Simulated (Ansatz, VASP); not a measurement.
## Sn2SeS3: VASP beside Ansatz

```
Sn Se S
1.0
     4.16676    0.00000    0.00000
    -2.08338    3.60852    0.00000
     0.00000    0.00000    8.93750
Sn Se S
2 1 3
Direct
  0.66667 0.33333 0.79833
  0.33333 0.66667 0.20167
  0.00000 0.00000 0.00000
  0.66667 0.33333 0.34317
  0.33333 0.66667 0.65683
  0.00000 0.00000 0.50000
```

Change from the starting cell: species swapped into the Eu2H3Cl type (P-3m1, No. 164).

Alike in both runs: functional PBE; k mesh 6 × 6 × 2; occupations gaussian, width 0.1 eV; no spin polarisation.

Ansatz relaxed the structure, and its values are those at the end. VASP's run is a single point on that final structure, the one shown.

|  | VASP | Ansatz |
| --- | --- | --- |
| version | VASP 6.6.1 | Ansatz 0.2.0 |
| potentials or method | VASP PAW PBE potentials, release 64 (Sn_d, Se, S), cutoff 520 eV | scalar-relativistic, plane waves, PAW |
| valence electrons in the cell | 52 | 62 |

|  | VASP | Ansatz | Ansatz less VASP |
| --- | --- | --- | --- |
| gap on the k mesh at the Fermi level (eV) | none | none | - |
| pressure (GPa) | 0.0 | 0.0 | +0.05 |
| rms of the force components (eV/Å) | 0.013 | 0.012 | -0.0009 |

A gap of «none» marks a metal or a gap that the smearing closes. With one functional, cell and mesh, what is left measures potentials, basis and numerics. VASP's potentials hold 52 valence electrons a cell and Ansatz's 62, so a difference there can come from the potentials and not from the codes.
